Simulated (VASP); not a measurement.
# La2AlCo2C (Immm) in VASP: single point with PBE

Aim: the single point of La2AlCo2C with PBE.

All numbers are computed with VASP 6.6.1; they aren't measurements. Logs are shortened: lines on timing, memory, paths and dates and some standing lists are left out, and cuts for length are marked.

### 1 The cell of the first run

The structure is orthorhombic, space group Immm (No. 71). Conventional cell: a = 4.193 Å, b = 6.098 Å, c = 9.001 Å, α = 90.00°, β = 90.00°, γ = 90.00°. Within 3.6 Å of La (site symmetry mm2) lie 2 C at 2.72 Å and 6 Co at 3.05 to 3.24 Å and 1 La at 3.46 Å and 4 Al at 3.47 to 3.51 Å. Within 3.2 Å of Al (site symmetry mmm) lie 4 Co at 2.46 Å. Within 2.6 Å of Co (site symmetry m2m) lie 1 C at 1.77 Å and 2 Al at 2.46 Å and 1 Co at 2.56 Å. C (site symmetry mmm) has 2 Co at 1.77 Å within 2.4 Å.

### 2 Single point, PBE

INCAR

```
SYSTEM = La2AlCo2C
ALGO = Normal
EDIFF = 1E-6
ENCUT = 520
GGA = PE
ISIF = 2
ISMEAR = 0
LASPH = .True.
LCHARG = .False.
LREAL = Auto
LWAVE = .False.
NBANDS = 112
NELM = 80
PREC = Accurate
SIGMA = 0.05
```

KPOINTS

```
k-points
0
Gamma
  3 3 3
  0 0 0
```

POSCAR

```
La2AlCo2C
1.0
    4.1929989158     -6.0979789249      0.0000000000
    4.1929989158      6.0979789249      0.0000000000
    0.0000000000      0.0000000000      9.0005370027
La Al Co C
8 4 8 4
Direct
    0.2500000000      0.2500000000      0.1920984912
    0.7500000000      0.2500000000      0.6920984912
    0.7500000000      0.7500000000      0.1920984912
    0.2500000000      0.7500000000      0.6920984912
    0.7500000000      0.2500000000      0.3079015088
    0.2500000000      0.2500000000      0.8079015088
    0.2500000000      0.7500000000      0.3079015088
    0.7500000000      0.7500000000      0.8079015088
    0.0000000000      0.5000000000      0.0000000000
    0.5000000000      0.5000000000      0.5000000000
    0.5000000000      0.0000000000      0.0000000000
    0.0000000000      0.0000000000      0.5000000000
    0.8549244618      0.1450755382      0.0000000000
    0.3549244618      0.1450755382      0.5000000000
    0.3549244618      0.6450755382      0.0000000000
    0.8549244618      0.6450755382      0.5000000000
    0.6450755382      0.3549244618      0.0000000000
    0.1450755382      0.3549244618      0.5000000000
    0.1450755382      0.8549244618      0.0000000000
    0.6450755382      0.8549244618      0.5000000000
    0.0000000000      0.5000000000      0.5000000000
    0.5000000000      0.5000000000      0.0000000000
    0.5000000000      0.0000000000      0.5000000000
    0.0000000000      0.0000000000      0.0000000000
```

Potentials or basis: VASP PAW PBE potentials, release 64 (La, Al, Co, C).

Launch:

```
$ cat potpaw_PBE.64/La/POTCAR potpaw_PBE.64/Al/POTCAR potpaw_PBE.64/Co/POTCAR potpaw_PBE.64/C/POTCAR > POTCAR
$ mpirun -np 1 vasp_std > vasp.out
```

OUTCAR:

```text
SYSTEM = La2AlCo2C
   EDIFF = 1E-6
   ENCUT = 520
   GGA = PE
   ISIF = 2
   ISMEAR = 0
   LASPH = .True.
   LREAL = Auto
   NELM = 80
   PREC = Accurate

 ion  position               nearest neighbor table
   1  0.250  0.250  0.192-  22 2.72  24 2.72  14 3.05  18 3.05  13 3.24  19 3.24  15 3.24  17 3.24
                             6 3.46  10 3.47  12 3.47  11 3.51   9 3.51
   2  0.750  0.250  0.692-  21 2.72  23 2.72  13 3.05  17 3.05  18 3.24  20 3.24  16 3.24  14 3.24
                             5 3.46   9 3.47  11 3.47  10 3.51  12 3.51
   3  0.750  0.750  0.192-  22 2.72  24 2.72  16 3.05  20 3.05  19 3.24  15 3.24  13 3.24  17 3.24
                             8 3.46  10 3.47  12 3.47  11 3.51   9 3.51
   4  0.250  0.750  0.692-  21 2.72  23 2.72  15 3.05  19 3.05  14 3.24  20 3.24  16 3.24  18 3.24
                             7 3.46   9 3.47  11 3.47  10 3.51  12 3.51
   5  0.750  0.250  0.308-  21 2.72  23 2.72  13 3.05  17 3.05  18 3.24  20 3.24  16 3.24  14 3.24
                             2 3.46   9 3.47  11 3.47  10 3.51  12 3.51
   6  0.250  0.250  0.808-  22 2.72  24 2.72  14 3.05  18 3.05  13 3.24  19 3.24  15 3.24  17 3.24
                             1 3.46  10 3.47  12 3.47  11 3.51   9 3.51
   7  0.250  0.750  0.308-  21 2.72  23 2.72  15 3.05  19 3.05  14 3.24  20 3.24  16 3.24  18 3.24
                             4 3.46   9 3.47  11 3.47  10 3.51  12 3.51
   8  0.750  0.750  0.808-  22 2.72  24 2.72  16 3.05  20 3.05  19 3.24  15 3.24  13 3.24  17 3.24
                             3 3.46  10 3.47  12 3.47  11 3.51   9 3.51
   9  0.000  0.500  0.000-  13 2.46  15 2.46  17 2.46  19 2.46   2 3.47   4 3.47   5 3.47   7 3.47
[... 13 lines left out ...]
  16  0.855  0.645  0.500-  21 1.77  12 2.46  10 2.46  20 2.56   3 3.05   8 3.05   4 3.24   5 3.24
                             7 3.24   2 3.24
  17  0.645  0.355  0.000-  22 1.77  11 2.46   9 2.46  13 2.56   2 3.05   5 3.05   3 3.24   1 3.24
                             6 3.24   8 3.24
  18  0.145  0.355  0.500-  21 1.77  12 2.46  10 2.46  14 2.56   1 3.05   6 3.05   4 3.24   5 3.24
                             2 3.24   7 3.24
  19  0.145  0.855  0.000-  24 1.77  11 2.46   9 2.46  15 2.56   4 3.05   7 3.05   1 3.24   6 3.24
                             3 3.24   8 3.24
  20  0.645  0.855  0.500-  23 1.77  12 2.46  10 2.46  16 2.56   3 3.05   8 3.05   4 3.24   5 3.24
                             7 3.24   2 3.24
  21  0.000  0.500  0.500-  16 1.77  18 1.77   5 2.72   7 2.72   2 2.72   4 2.72
  22  0.500  0.500  0.000-  15 1.77  17 1.77   6 2.72   8 2.72   1 2.72   3 2.72
  23  0.500  0.000  0.500-  14 1.77  20 1.77   5 2.72   7 2.72   2 2.72   4 2.72
  24  0.000  0.000  0.000-  13 1.77  19 1.77   6 2.72   8 2.72   1 2.72   3 2.72

  LATTYP: Found a base centered orthorhombic cell.
 ALAT       =     8.3859978316
 B/A-ratio  =     1.4543239928
 C/A-ratio  =     1.0732815800

  Lattice vectors:

 A1 = (   4.1929989158,  -6.0979789249,   0.0000000000)
 A2 = (   4.1929989158,   6.0979789249,   0.0000000000)
 A3 = (   0.0000000000,   0.0000000000,   9.0005370027)

Analysis of symmetry for initial positions (statically):
=====================================================================
 Subroutine PRICEL returns following result:

  LATTYP: Found a body centered orthorhombic cell.
 ALAT       =     4.1929989158
 B/A-ratio  =     1.4543239928
 C/A-ratio  =     2.1465631600

  Lattice vectors:

 A1 = (  -2.0964994579,  -3.0489894624,  -4.5002685013)
 A2 = (   2.0964994579,   3.0489894624,  -4.5002685013)
 A3 = (   2.0964994579,  -3.0489894624,   4.5002685013)

   4 primitive cells build up your supercell.

 Routine SETGRP: Setting up the symmetry group for a
 base centered orthorhombic supercell.

 Subroutine GETGRP returns: Found  8 space group operations
 (whereof  8 operations were pure point group operations)
 out of a pool of  8 trial point group operations.

The static configuration has the point symmetry D_2h.

Analysis of symmetry for dynamics (positions and initial velocities):
=====================================================================
 Subroutine PRICEL returns following result:

  LATTYP: Found a body centered orthorhombic cell.
 ALAT       =     4.1929989158
 B/A-ratio  =     1.4543239928
 C/A-ratio  =     2.1465631600

  Lattice vectors:

 A1 = (  -2.0964994579,  -3.0489894624,  -4.5002685013)
 A2 = (   2.0964994579,   3.0489894624,  -4.5002685013)
[... 49 lines left out ...]

 KPOINTS: k-points

Automatic generation of k-mesh.
 Grid dimensions read from file:
 generate k-points for:    3    3    3

 Generating k-lattice:

  Cartesian coordinates                     Fractional coordinates (reciprocal lattice)
     0.039748798 -0.027331460  0.000000000     0.333333333 -0.000000000  0.000000000
     0.039748798  0.027331460  0.000000000    -0.000000000  0.333333333  0.000000000
     0.000000000  0.000000000  0.037034827     0.000000000  0.000000000  0.333333333

  Length of vectors
     0.048238736  0.048238736  0.037034827

  Shift w.r.t. Gamma in fractional coordinates (k-lattice)
     0.000000000  0.000000000  0.000000000

 Subroutine IBZKPT returns following result:
 ===========================================

 Found      8 irreducible k-points:

 Following reciprocal coordinates:
            Coordinates               Weight
  0.000000  0.000000  0.000000      1.000000
  0.333333  0.000000  0.000000      4.000000
  0.333333  0.333333  0.000000      2.000000
 -0.333333  0.333333  0.000000      2.000000
  0.000000  0.000000  0.333333      2.000000
  0.333333  0.000000  0.333333      8.000000
  0.333333  0.333333  0.333333      4.000000
 -0.333333  0.333333  0.333333      4.000000
   k-points           NKPTS =      8   k-points in BZ     NKDIM =      8   number of bands    NBANDS=    112
   number of dos      NEDOS =    301   number of ions     NIONS =     24
   total plane-waves  NPLWV = 219520
   dimension x,y,z NGX =    56 NGY =   56 NGZ =   70
   dimension x,y,z NGXF=   112 NGYF=  112 NGZF=  140
   ions per type =               8   4   8   4
   NGX,Y,Z   is equivalent  to a cutoff of  12.58, 12.58, 12.93 a.u.
   NGXF,Y,Z  is equivalent  to a cutoff of  25.16, 25.16, 25.86 a.u.
 SYSTEM =  La2AlCo2C
   PREC   = accura    normal or accurate (medium, high low for compatibility)
   ISTART =      0    job   : 0-new  1-cont  2-samecut
   ICHARG =      2    charge: 1-file 2-atom 10-const
   ISPIN  =      1    spin polarized calculation?
   LNONCOLLINEAR =      F non collinear calculations
   LSORBIT =      F    spin-orbit coupling
   LASPH  =      T    aspherical Exc in radial PAW
   ENCUT  =  520.0 eV  38.22 Ry    6.18 a.u.  13.76 13.76 16.74*2*pi/ulx,y,z
   NELM   =     80;   NELMIN=  2; NELMDL= -5     # of ELM steps
   EDIFF  = 0.1E-05   stopping-criterion for ELM
   LREAL  =      T    real-space projection
   EDIFFG = 0.1E-04   stopping-criterion for IOM
   NSW    =      0    number of steps for IOM
   IBRION =     -1    ionic relax: 0-MD 1-quasi-New 2-CG
   NFREE  =      0    steps in history (QN), initial steepest desc. (CG)
   ISIF   =      2    stress and relaxation
   ISYM   =      2    0-nonsym 1-usesym 2-fastsym
   POTIM  = 0.5000    time-step for ionic-motion
   TEBEG  =    0.0;   TEEND  =   0.0 temperature during run
   PSTRESS=    0.0 pullay stress
   NELECT =     188.0000    total number of electrons
   NUPDOWN=      -1.0000    fix difference up-down
   EMIN   =  10.00;   EMAX   =-10.00  energy-range for DOS
   EFERMI =   0.00;   METHOD = LEGACY
   ISMEAR =     0;   SIGMA  =   0.05  broadening in eV -4-tet -1-fermi 0-gaus
   EFERMI_NEDOS =   21; number of points for ismear=-14 and -15
   IALGO  =     38    algorithm
   IMIX   =      4    mixing-type and parameters
     AMIX     =   0.40;   BMIX     =  1.00
     AMIX_MAG =   1.60;   BMIX_MAG =  1.00
  volume/ion in A,a.u.               =      19.18       129.42
  Fermi-wavevector in a.u.,A,eV,Ry     =   1.214668  2.295391 20.074300  1.475419
  Thomas-Fermi vector in A             =   2.350081
   LORBIT       =      0    0 simple, 1 ext, 2 COOP (PROOUT), +10 PAW based schemes
   GGA     = PE    functional components
   LHFCALC =     F    Hartree Fock is set to
   AEXX    =    0.0000 exact exchange contribution
   IVDW    =     0    specifies the selected vdW correction
   LEPSILON=     F    determine dielectric tensor
   LRPA    =     F    only Hartree local field effects (RPA)
 non-spin polarized calculation
 Gauss-broadening in eV      SIGMA  =   0.05
  energy-cutoff  :      520.00
  volume of cell :      460.27
 maximum number of plane-waves:     12395
   NGX = 27   NGY = 27   NGZ = 33

 number of electron     188.0000031 magnetization

 Free energy of the ion-electron system (eV)
  ---------------------------------------------------
  ext. energy  EPLUGINS =         0.00000000
  ---------------------------------------------------
  free energy    TOTEN  =      -155.84863345 eV

  energy without entropy =     -155.83461456  energy(sigma->0) =     -155.84162400

 E-fermi :   8.4208     XC(G=0): -10.6559

 val. band max:        8.3796413865   @ k =   0.3333   0.0000   0.0000
 cond. band min:       8.4498040011   @ k =  -0.3333   0.3333   0.0000
 fundamental gap:      0.0701626146
 Fermi energy:         8.4207765239

 k-point     1 :       0.0000    0.0000    0.0000
  band No.  band energies     occupation
      1     -24.1358      2.00000
      2     -24.0645      2.00000
      3     -24.0645      2.00000
      4     -24.0514      2.00000
      5     -24.0349      2.00000
      6     -23.9824      2.00000
[... 861 lines left out ...]
    105       9.1232      0.00000
    106       9.1830      0.00000
 [bands above 106 left out]

------------------------ aborting loop because EDIFF is reached ----------------------------------------

  FORCE on cell =-STRESS in cart. coord.  units (eV):
  Direction    XX          YY          ZZ          XY          YZ          ZX
  --------------------------------------------------------------------------------------
  -------------------------------------------------------------------------------------
  Total       -0.2267913      0.7876529     -1.4228875      0.0000000      0.0000000      0.0000000
  in kB       -0.7894561      2.7418037     -4.9530426      0.0000000      0.0000000      0.0000000
  external PRESSURE =      -1.0002317 kB  Pullay stress =       0.0000000 kB

 VOLUME and BASIS-vectors are now :
 -----------------------------------------------------------------------------
  energy-cutoff  :      520.00
  volume of cell :      460.27
      direct lattice vectors                 reciprocal lattice vectors
     4.192998916 -6.097978925  0.000000000     0.119246394 -0.081994380  0.000000000
     4.192998916  6.097978925  0.000000000     0.119246394  0.081994380  0.000000000
     0.000000000  0.000000000  9.000537003     0.000000000  0.000000000  0.111104482

 POSITION                                       TOTAL-FORCE (eV/Angst)
 -----------------------------------------------------------------------------------
      2.09650      0.00000      1.72899         0.000000     -0.000000     -0.044695
      4.19300     -3.04899      6.22926        -0.000000     -0.000000     -0.044695
      6.28950      0.00000      1.72899         0.000000     -0.000000     -0.044695
      4.19300      3.04899      6.22926        -0.000000     -0.000000     -0.044695
      4.19300     -3.04899      2.77128         0.000000     -0.000000      0.044695
      2.09650      0.00000      7.27155         0.000000     -0.000000      0.044695
[... 16 lines left out ...]
      2.09650     -3.04899      4.50027         0.000000     -0.000000      0.000000
      0.00000      0.00000      0.00000         0.000000     -0.000000      0.000000
 -----------------------------------------------------------------------------------
    total drift:                                0.000000      0.000000      0.000000

  FREE ENERGIE OF THE ION-ELECTRON SYSTEM (eV)
  ---------------------------------------------------
  free  energy   TOTEN  =      -155.8486334455 eV

  energy  without entropy=     -155.8346145629  energy(sigma->0) =     -155.84162400
```

Wall time 25 min (1 thread of AMD EPYC 7R43 (Zen 3), shared host); peak memory 0.63 GiB.

What came out:

| Item | Value |
| --- | --- |
| Free energy | -155.8486 eV |
| Pressure | -0.1 GPa |
| Largest force | 0.045 eV/Å |
| Band gap on the k mesh | zero (bands 94 and 95 overlap by 0.20 eV) |

Forces on the atoms (eV/Å):
```
La   0.000  0.000 -0.045
La   0.000  0.000 -0.045
La   0.000  0.000 -0.045
La   0.000  0.000 -0.045
La   0.000  0.000  0.045
La   0.000  0.000  0.045
La   0.000  0.000  0.045
La   0.000  0.000  0.045
Al   0.000  0.000  0.000
Al   0.000  0.000  0.000
Al   0.000  0.000  0.000
Al   0.000  0.000  0.000
Co   0.000  0.025  0.000
Co   0.000  0.025  0.000
Co   0.000  0.025  0.000
Co   0.000  0.025  0.000
Co   0.000 -0.025  0.000
Co   0.000 -0.025  0.000
Co   0.000 -0.025  0.000
Co   0.000 -0.025  0.000
C    0.000  0.000  0.000
C    0.000  0.000  0.000
C    0.000  0.000  0.000
C    0.000  0.000  0.000
```

Caveat: spin-orbit coupling is left out, which moves the levels of the heavy elements; the run has no spin polarisation, though such a crystal can be magnetic.
